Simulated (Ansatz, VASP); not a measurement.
## Sn2TeO in VASP and in Ansatz

Contents of INCAR:

```
SYSTEM = Sn2TeO
PREC = Accurate ; ENCUT = 520
EDIFF = 1E-6 ; ISMEAR = 0
SIGMA = 0.1 ; LREAL = .FALSE.
LASPH = .TRUE. ; NELM = 60
ALGO = Normal ; ISIF = 2
LWAVE = .FALSE. ; LCHARG = .FALSE.
GGA = PE ; NBANDS = 28
```

Contents of KPOINTS:

```
regular mesh
0
G
  4 4 4
  0 0 0
```

File POSCAR:

```
Sn2TeO
1.0
    4.2220209400      0.0000000000      0.0000000000
    0.0000000000      4.2220209400      0.0000000000
    0.0000000000      0.0000000000      5.6893541400
Sn Te O
2 1 1
Direct
    0.0000000000      0.0000000000      0.0000000000
    0.5000000000      0.5000000000      0.5000000000
    0.5000000000      0.5000000000      0.0000000000
    0.0000000000      0.0000000000      0.5000000000
```

Input for Ansatz:

```yaml
crystal:
  lattice:
    - [4.22202094, 0.0, 0.0]
    - [0.0, 4.22202094, 0.0]
    - [0.0, 0.0, 5.68935414]
  atoms:
    - { symbol: Sn, position: [0.0, 0.0, 0.0] }
    - { symbol: Sn, position: [0.5, 0.5, 0.5] }
    - { symbol: Te, position: [0.5, 0.5, 0.0] }
    - { symbol: O, position: [0.0, 0.0, 0.5] }
basis:
  ecutwfc: 420
kpoints:
  mp_grid: { grid: [4, 4, 4] }
hamiltonian:
  xc: pbe
scf:
  occupations: { method: gaussian, width: 0.1 }
  lower_state_search: "off"
output:
  forces: true
  stress: true
  eigenvalues: true
```

Alike in both runs: task single point; functional PBE; k mesh 4 × 4 × 4; occupations gaussian, width 0.1 eV; no spin polarisation.

|  | VASP | Ansatz |
| --- | --- | --- |
| version | VASP 6.6.1 | Ansatz 0.2.0 |
| potentials or method | VASP PAW PBE potentials, release 64 (Sn_d, Te, O), cutoff 520 eV | scalar-relativistic, plane waves, PAW |
| valence electrons in the cell | 40 | 50 |

```csv
,VASP,Ansatz,Ansatz less VASP
gap on the k mesh at the Fermi level (eV),none,none,-
pressure (GPa),0.7,0.8,+0.05
"traceless stress, the component that is largest in VASP (GPa)",3.04,3.06,+0.023
```

A gap of «none» marks a metal or a gap that the smearing closes. With one functional, cell and mesh, what is left measures potentials, basis and numerics. VASP's potentials hold 40 valence electrons a cell and Ansatz's 50, so a difference there can come from the potentials and not from the codes.

The k mesh is coarse, so the values compare programs but aren't converged. Neither program's run includes spin-orbit coupling.
